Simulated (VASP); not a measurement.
# AgCl (P4/mmm) in VASP: further runs

The runs below take AgCl through single point, with PBEsol.

Everything below comes from runs of VASP 6.6.1. Logs are shortened: lines on timing, memory, paths and dates and some standing lists are left out, and cuts for length are marked.

## Step 1: The cell of the first run

The structure is tetragonal, space group P4/mmm (No. 123). The conventional cell has a = 3.434 Å, b = 3.434 Å, c = 3.692 Å, α = 90.00°, β = 90.00°, γ = 90.00°. Within 4.0 Å of Ag (site symmetry 4/mmm) lie 8 Cl at 3.05 Å and 6 Ag at 3.43 to 3.69 Å. Within 4.0 Å of Cl (site symmetry 4/mmm) lie 8 Ag at 3.05 Å and 6 Cl at 3.43 to 3.69 Å.

## Step 2: Single point, PBEsol (strain +0.0750 x Voigt [0, 0, 1, 0, 0, 0])

Contents of INCAR:

```
SYSTEM = AgCl
PREC     = Accurate       ! precision mode
ENCUT    = 520            ! plane-wave cutoff, eV
EDIFF    = 1E-7           ! SCF threshold, eV
ISMEAR   = 0              ! smearing method
SIGMA    = 0.05           ! smearing width, eV
LREAL    = .FALSE.        ! projectors in reciprocal space
LASPH    = .TRUE.         ! aspherical terms in the spheres
NELM     = 80             ! most SCF steps
ALGO     = Normal         ! electronic algorithm
ISIF     = 2              ! what is computed and relaxed
LWAVE    = .FALSE.        ! write WAVECAR
LCHARG   = .FALSE.        ! write CHGCAR
GGA      = PS             ! functional
NBANDS   = 16             ! bands
```

Contents of KPOINTS:

```
regular mesh
0
G
  10 10 10
  0 0 0
```

Contents of POSCAR:

```
AgCl
1.0
    3.4339730000      0.0000000000      0.0000000000
    0.0000000000      3.4339730000      0.0000000000
    0.0000000000      0.0000000000      3.6915209750
Ag Cl
1 1
Direct
    0.0000000000      0.0000000000      0.0000000000
    0.5000000000      0.5000000000      0.5000000000
```

Potentials or basis: VASP PAW PBE potentials, release 64 (Ag, Cl).

Started as:

```
cat potpaw_PBE.64/Ag/POTCAR potpaw_PBE.64/Cl/POTCAR > POTCAR
mpirun -np 1 vasp_std > vasp.out
```

OUTCAR:

```text
SYSTEM = AgCl
   PREC = Accurate
   ENCUT = 520
   EDIFF = 1E-7
   ISMEAR = 0
   LREAL = .FALSE.
   LASPH = .TRUE.
   NELM = 80
   ISIF = 2
   GGA = PS

 ion  position               nearest neighbor table
   1  0.000  0.000  0.000-   2 3.05   2 3.05   2 3.05   2 3.05   2 3.05   2 3.05   2 3.05   2 3.05

   2  0.500  0.500  0.500-   1 3.05   1 3.05   1 3.05   1 3.05   1 3.05   1 3.05   1 3.05   1 3.05

  LATTYP: Found a simple tetragonal cell.
 ALAT       =     3.4339730000
 C/A-ratio  =     1.0750000000

  Lattice vectors:

 A1 = (   3.4339730000,   0.0000000000,   0.0000000000)
 A2 = (   0.0000000000,   3.4339730000,   0.0000000000)
 A3 = (   0.0000000000,   0.0000000000,   3.6915209750)

Analysis of symmetry for initial positions (statically):
=====================================================================
 Subroutine PRICEL returns:
 Original cell was already a primitive cell.

 Routine SETGRP: Setting up the symmetry group for a
 simple tetragonal supercell.

 Subroutine GETGRP returns: Found 16 space group operations
 (whereof 16 operations were pure point group operations)
 out of a pool of 16 trial point group operations.

The static configuration has the point symmetry D_4h.

Analysis of symmetry for dynamics (positions and initial velocities):
=====================================================================
 Subroutine PRICEL returns:
 Original cell was already a primitive cell.

 Routine SETGRP: Setting up the symmetry group for a
 simple tetragonal supercell.

 Subroutine GETGRP returns: Found 16 space group operations
 (whereof 16 operations were pure point group operations)
 out of a pool of 16 trial point group operations.

The dynamic configuration has the point symmetry D_4h.

 Subroutine INISYM returns: Found 16 space group operations
 (whereof 16 operations are pure point group operations),
 and found     1 'primitive' translations

----------------------------------------------------------------------------------------

                                     Primitive cell

  volume of cell :      43.5310

  direct lattice vectors                    reciprocal lattice vectors
     3.433973000  0.000000000  0.000000000     0.291207881  0.000000000  0.000000000
     0.000000000  3.433973000  0.000000000     0.000000000  0.291207881  0.000000000
     0.000000000  0.000000000  3.691520975     0.000000000  0.000000000  0.270891052

  length of vectors
     3.433973000  3.433973000  3.691520975     0.291207881  0.291207881  0.270891052

  position of ions in fractional coordinates (direct lattice)
     0.000000000  0.000000000  0.000000000
     0.500000000  0.500000000  0.500000000

  ion indices of the primitive-cell ions
   primitive index   ion index
                 1           1
                 2           2

----------------------------------------------------------------------------------------

 KPOINTS: regular mesh

Automatic generation of k-mesh.
 Grid dimensions read from file:
 generate k-points for:   10   10   10

 Generating k-lattice:

  Cartesian coordinates                     Fractional coordinates (reciprocal lattice)
     0.029120788  0.000000000  0.000000000     0.100000000  0.000000000  0.000000000
     0.000000000  0.029120788  0.000000000     0.000000000  0.100000000  0.000000000
     0.000000000  0.000000000  0.027089105     0.000000000  0.000000000  0.100000000

  Length of vectors
     0.029120788  0.029120788  0.027089105

  Shift w.r.t. Gamma in fractional coordinates (k-lattice)
     0.000000000  0.000000000  0.000000000

 Subroutine IBZKPT returns following result:
 ===========================================

 Found    126 irreducible k-points:

 Following reciprocal coordinates:
            Coordinates               Weight
  0.000000  0.000000  0.000000      1.000000
  0.100000  0.000000  0.000000      4.000000
  0.200000  0.000000  0.000000      4.000000
  0.300000  0.000000  0.000000      4.000000
  0.400000  0.000000  0.000000      4.000000
  0.500000  0.000000  0.000000      2.000000
[... 16 lines left out ...]
  0.100000  0.000000  0.100000      8.000000
  0.200000  0.000000  0.100000      8.000000
 [... further k-points ...]
   k-points           NKPTS =    126   k-points in BZ     NKDIM =    126   number of bands    NBANDS=     16
   number of dos      NEDOS =    301   number of ions     NIONS =      2
   total plane-waves  NPLWV =  21952
   dimension x,y,z NGX =    28 NGY =   28 NGZ =   28
   dimension x,y,z NGXF=    56 NGYF=   56 NGZF=   56
   ions per type =               1   1
   NGX,Y,Z   is equivalent  to a cutoff of  13.56, 13.56, 12.61 a.u.
   NGXF,Y,Z  is equivalent  to a cutoff of  27.11, 27.11, 25.22 a.u.
 SYSTEM =  AgCl
   PREC   = accura    normal or accurate (medium, high low for compatibility)
   ISTART =      0    job   : 0-new  1-cont  2-samecut
   ICHARG =      2    charge: 1-file 2-atom 10-const
   ISPIN  =      1    spin polarized calculation?
   LNONCOLLINEAR =      F non collinear calculations
   LSORBIT =      F    spin-orbit coupling
   LASPH  =      T    aspherical Exc in radial PAW
   ENCUT  =  520.0 eV  38.22 Ry    6.18 a.u.   6.38  6.38  6.86*2*pi/ulx,y,z
   NELM   =     80;   NELMIN=  2; NELMDL= -5     # of ELM steps
   EDIFF  = 0.1E-06   stopping-criterion for ELM
   LREAL  =      F    real-space projection
   EDIFFG = 0.1E-05   stopping-criterion for IOM
   NSW    =      0    number of steps for IOM
   IBRION =     -1    ionic relax: 0-MD 1-quasi-New 2-CG
   NFREE  =      0    steps in history (QN), initial steepest desc. (CG)
   ISIF   =      2    stress and relaxation
   ISYM   =      2    0-nonsym 1-usesym 2-fastsym
   POTIM  = 0.5000    time-step for ionic-motion
   TEBEG  =    0.0;   TEEND  =   0.0 temperature during run
   PSTRESS=    0.0 pullay stress
   NELECT =      18.0000    total number of electrons
   NUPDOWN=      -1.0000    fix difference up-down
   EMIN   =  10.00;   EMAX   =-10.00  energy-range for DOS
   EFERMI =   0.00;   METHOD = LEGACY
   ISMEAR =     0;   SIGMA  =   0.05  broadening in eV -4-tet -1-fermi 0-gaus
   EFERMI_NEDOS =   21; number of points for ismear=-14 and -15
   IALGO  =     38    algorithm
   IMIX   =      4    mixing-type and parameters
     AMIX     =   0.40;   BMIX     =  1.00
     AMIX_MAG =   1.60;   BMIX_MAG =  1.00
  volume/ion in A,a.u.               =      21.77       146.88
  Fermi-wavevector in a.u.,A,eV,Ry     =   1.219643  2.304791 20.239053  1.487528
  Thomas-Fermi vector in A             =   2.354888
   LORBIT       =      0    0 simple, 1 ext, 2 COOP (PROOUT), +10 PAW based schemes
   GGA     = PS    functional components
   LHFCALC =     F    Hartree Fock is set to
   AEXX    =    0.0000 exact exchange contribution
   IVDW    =     0    specifies the selected vdW correction
   LEPSILON=     F    determine dielectric tensor
   LRPA    =     F    only Hartree local field effects (RPA)
 non-spin polarized calculation
 Gauss-broadening in eV      SIGMA  =   0.05
  energy-cutoff  :      520.00
  volume of cell :       43.53
 maximum number of plane-waves:      1190
 NGX is ok and might be reduce to    28
   NGX = 13   NGY = 13   NGZ = 13

 number of electron      18.0000003 magnetization

 Free energy of the ion-electron system (eV)
  ---------------------------------------------------
  ext. energy  EPLUGINS =         0.00000000
  ---------------------------------------------------
  free energy    TOTEN  =        -5.63558777 eV

  energy without entropy =       -5.63558777  energy(sigma->0) =       -5.63558777

 E-fermi :   3.1531     XC(G=0): -10.2379

 val. band max:        2.9914927288   @ k =   0.0000   0.0000   0.5000
 cond. band min:       3.3091440259   @ k =   0.0000   0.0000   0.0000
 fundamental gap:      0.3176512971
 Fermi energy:         3.1531360160

 k-point     1 :       0.0000    0.0000    0.0000
  band No.  band energies     occupation
      1     -11.2143      2.00000
      2       0.3652      2.00000
      3       0.4613      2.00000
      4       1.2352      2.00000
      5       1.2352      2.00000
      6       1.2468      2.00000
[... 8 lines left out ...]
     15      16.2589      0.00000
     16      18.9183      0.00000

 k-point     2 :       0.1000    0.0000    0.0000
  band No.  band energies     occupation
      1     -11.1757      2.00000
      2       0.3299      2.00000
      3       0.4717      2.00000
      4       0.8594      2.00000
      5       1.1330      2.00000
      6       1.2400      2.00000
[... 8 lines left out ...]
     15      15.9671      0.00000
     16      18.8915      0.00000

 k-point     3 :       0.2000    0.0000    0.0000
  band No.  band energies     occupation
      1     -11.0712      2.00000
      2      -0.1116      2.00000
      3       0.4897      2.00000
      4       0.5378      2.00000
      5       0.8793      2.00000
      6       1.1380      2.00000
[... 8 lines left out ...]
     15      16.0797      0.00000
     16      18.8210      0.00000

 k-point     4 :       0.3000    0.0000    0.0000
  band No.  band energies     occupation
      1     -10.9349      2.00000
      2      -0.8426      2.00000
      3       0.2937      2.00000
      4       0.5277      2.00000
      5       0.6666      2.00000
      6       1.2685      2.00000
[... 8 lines left out ...]
     15      17.3350      0.00000
     16      18.7335      0.00000
[... 324 lines left out ...]
 k-point    22 :       0.0000    0.0000    0.1000
  band No.  band energies     occupation
      1     -11.1876      2.00000
      2       0.2666      2.00000
      3       0.3735      2.00000
      4       1.0554      2.00000
      5       1.0814      2.00000
      6       1.0814      2.00000
[... 8 lines left out ...]
     15      15.7145      0.00000
     16      19.4710      0.00000

 k-point    23 :       0.1000    0.0000    0.1000
  band No.  band energies     occupation
      1     -11.1498      2.00000
      2       0.2613      2.00000
      3       0.3542      2.00000
      4       0.7127      2.00000
      5       1.0303      2.00000
      6       1.2463      2.00000
[... 8 lines left out ...]
     15      16.0903      0.00000
     16      18.7698      0.00000

 k-point    24 :       0.2000    0.0000    0.1000
  band No.  band energies     occupation
      1     -11.0478      2.00000
      2      -0.1320      2.00000
      3       0.3190      2.00000
      4       0.5852      2.00000
      5       0.8651      2.00000
      6       1.2257      2.00000
[... 8 lines left out ...]
     15      16.4515      0.00000
     16      18.3630      0.00000

 [... further k-points ...]

------------------------ aborting loop because EDIFF is reached ----------------------------------------

  FORCE on cell =-STRESS in cart. coord.  units (eV):
  Direction    XX          YY          ZZ          XY          YZ          ZX
  --------------------------------------------------------------------------------------
  -------------------------------------------------------------------------------------
  Total       -1.5911159     -1.5911159     -2.3905847      0.0000000     -0.0000000      0.0000000
  in kB      -58.5616515    -58.5616515    -87.9864163      0.0000000     -0.0000000      0.0000000
  external PRESSURE =     -68.3699064 kB  Pullay stress =       0.0000000 kB

 VOLUME and BASIS-vectors are now :
 -----------------------------------------------------------------------------
  energy-cutoff  :      520.00
  volume of cell :       43.53
      direct lattice vectors                 reciprocal lattice vectors
     3.433973000  0.000000000  0.000000000     0.291207881  0.000000000  0.000000000
     0.000000000  3.433973000  0.000000000     0.000000000  0.291207881  0.000000000
     0.000000000  0.000000000  3.691520975     0.000000000  0.000000000  0.270891052

 POSITION                                       TOTAL-FORCE (eV/Angst)
 -----------------------------------------------------------------------------------
      0.00000      0.00000      0.00000         0.000000      0.000000      0.000000
      1.71699      1.71699      1.84576         0.000000      0.000000      0.000000
 -----------------------------------------------------------------------------------
    total drift:                               -0.000000      0.000000      0.000000

  FREE ENERGIE OF THE ION-ELECTRON SYSTEM (eV)
  ---------------------------------------------------
  free  energy   TOTEN  =        -5.6355877692 eV

  energy  without entropy=       -5.6355877658  energy(sigma->0) =       -5.63558777
```

Run time: 1.9 min. Hardware: 1 thread of Intel Xeon 8259CL, shared host; peak memory 0.22 GiB.

What came out:

```yaml
Free_energy: -5.6356 eV
Pressure: -6.8 GPa
Band_gap_on_the_k_mesh: 0.32 eV (least direct gap 1.46 eV)
```

Stress tensor (GPa, compression positive):
```
-5.86  0.00  0.00
 0.00 -5.86  0.00
 0.00  0.00 -8.80
```

Levels at points of the mesh, in eV from the valence-band top:
```tsv
k point	band 7	band 8	band 9	band 10	band 11	band 12
(0.00, 0.00, 0.00)	-1.70	-1.14	-1.14	0.32	9.10	9.55
(0.50, 0.00, 0.00)	-1.33	-0.13	-0.02	4.46	5.09	8.95
(0.50, 0.50, 0.00)	-2.07	-1.43	-1.02	3.08	8.19	8.19
(0.00, 0.00, 0.50)	-1.59	0.00	0.00	4.82	4.90	9.52
(0.50, 0.00, 0.50)	-1.90	-1.52	-0.63	2.48	8.12	8.93
(0.50, 0.50, 0.50)	-0.32	-0.32	-0.19	4.72	4.72	4.94
```

Caveat: the cell differs from its parent crystal (strain +0.0750 x Voigt [0, 0, 1, 0, 0, 0]); the cell stands under tension; semilocal functionals underestimate gaps, and a narrow one can read as zero; the PAW data sets were made with another functional, which shifts forces and pressure a little.

## Step 3: Single point, PBEsol (strain +0.1312 x Voigt [0, 0, 1, 0, 0, 0])

Contents of INCAR:

```
  ALGO = Normal
  EDIFF = 1E-6
  ENCUT = 520
  GGA = PS
  ISIF = 2
  ISMEAR = 0
  LASPH = True
  LCHARG = False
  LREAL = False
  LWAVE = False
  NBANDS = 16
  NELM = 80
  PREC = Accurate
  SIGMA = 0.05
```

Contents of KPOINTS:

```
k-points
0
Gamma
  10 10 10
```

POSCAR: that of step 2 with these lines changed.

```diff
@@ -4,3 +4,3 @@
     0.0000000000      3.4339730000      0.0000000000
-    0.0000000000      0.0000000000      3.6915209750
+    0.0000000000      0.0000000000      3.8845102576
 Ag Cl
```

Potentials or basis: VASP PAW PBE potentials, release 64 (Ag, Cl).

Started as:

```
cat potpaw_PBE.64/Ag/POTCAR potpaw_PBE.64/Cl/POTCAR > POTCAR
mpirun -np 1 vasp_std > vasp.out
```

Run time: 2 min. Hardware: 1 thread of Intel Xeon 8259CL, shared host; peak memory 0.23 GiB.

Results (log left out):

```yaml
Free_energy: -5.4957 eV
Pressure: -7.8 GPa
Band_gap_on_the_k_mesh: 0.23 eV (least direct gap 1.11 eV)
```

Stress tensor (GPa, compression positive):
```
 -6.20   0.00   0.00
  0.00  -6.20   0.00
  0.00   0.00 -10.95
```

Levels at points of the mesh, in eV from the valence-band top:
```
           k point  band 5  band 6  band 7  band 8  band 9  band 10  band 11  band 12  band 13  band 14
(0.00, 0.00, 0.00)   -1.76   -1.76   -1.68   -0.89   -0.89     0.23     9.00     9.74    11.37    13.08
(0.50, 0.00, 0.00)   -2.33   -1.71   -1.30   -0.21   -0.01     4.26     4.82     8.38     9.72    10.85
(0.50, 0.50, 0.00)   -2.08   -2.08   -2.07   -1.42   -1.05     3.34     7.79     7.79    10.00    12.46
(0.00, 0.00, 0.50)   -2.35   -1.71   -1.67    0.00    0.00     4.37     5.02     9.71    10.29    10.29
(0.50, 0.00, 0.50)   -1.99   -1.97   -1.84   -1.56   -0.45     2.36     7.61     9.00    10.44    13.64
(0.50, 0.50, 0.50)   -1.57   -1.42   -0.44   -0.44   -0.24     4.77     4.77     5.18     6.04    14.56
```

Caveat: the cell differs from its parent crystal (strain +0.1312 x Voigt [0, 0, 1, 0, 0, 0]); the cell stands under tension; semilocal functionals underestimate gaps, and a narrow one can read as zero; the PAW data sets were made with another functional, which shifts forces and pressure a little. A k mesh can miss the band edges.
